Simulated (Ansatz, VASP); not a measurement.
**TiAl3 in VASP and in Ansatz**

File INCAR:

```
PREC     = Accurate       # precision mode
ENCUT    = 520            # plane-wave cutoff, eV
EDIFF    = 1E-7           # SCF threshold, eV
ISMEAR   = -1             # smearing method
SIGMA    = 0.05           # smearing width, eV
LREAL    = False          # projectors in reciprocal space
LASPH    = True           # aspherical terms in the spheres
NELM     = 60             # most SCF steps
ALGO     = Fast           # electronic algorithm
ISIF     = 2              # what is computed and relaxed
LWAVE    = False          # write WAVECAR
LCHARG   = False          # write CHGCAR
GGA      = PS             # functional
NBANDS   = 18             # bands
```

KPOINTS

```
regular mesh
0
Gamma
  6 6 6
```

The input POSCAR:

```
TiAl3
1.0
    3.9556712500      0.0000000000      0.0000000000
    0.0000000000      3.9556712500      0.0000000000
    0.0000000000      0.0000000000      3.9952279625
Ti Al
1 3
Direct
    0.0000000000      0.0000000000      0.0000000000
    0.0000000000      0.5000000000      0.5000000000
    0.5000000000      0.0000000000      0.5000000000
    0.5000000000      0.5000000000      0.0000000000
```

File input.yaml:

```yaml
crystal:
  lattice:
    - [3.95567125, 0.0, 0.0]
    - [0.0, 3.95567125, 0.0]
    - [0.0, 0.0, 3.9952279625]
  atoms:
    - { symbol: Ti, position: [0.0, 0.0, 0.0] }
    - { symbol: Al, position: [0.0, 0.5, 0.5] }
    - { symbol: Al, position: [0.5, 0.0, 0.5] }
    - { symbol: Al, position: [0.5, 0.5, 0.0] }
hamiltonian:
  xc: pbesol
  pseudopotentials: { kind: paw }
kpoints:
  mp_grid: { grid: [6, 6, 6] }
scf:
  occupations: { method: fermi_dirac, width: 0.05 }
output:
  forces: true
  stress: true
  eigenvalues: true
```

Alike in both runs: task single point; functional PBEsol; k mesh 6 × 6 × 6; occupations fermi-dirac, width 0.05 eV; no spin polarisation.

|  | VASP | Ansatz |
| --- | --- | --- |
| version | VASP 6.6.1 | Ansatz 0.2.0 |
| potentials or method | VASP PAW PBE potentials, release 64 (Ti_sv, Al) | Ansatz PAW |
| plane-wave cutoff (eV) | 520 | 420 |
| valence electrons in the cell | 21 | 21 |

|  | VASP | Ansatz | Ansatz less VASP |
| --- | --- | --- | --- |
| gap on the k mesh at the Fermi level (eV) | none | none | - |
| pressure (GPa) | -1.5 | -1.6 | -0.10 |
| traceless stress, the component that is largest in VASP (GPa) | -0.92 | -0.91 | +0.002 |

VASP's potentials were made for PBE, not for PBEsol. A gap of «none» marks a metal or a gap that the smearing closes.
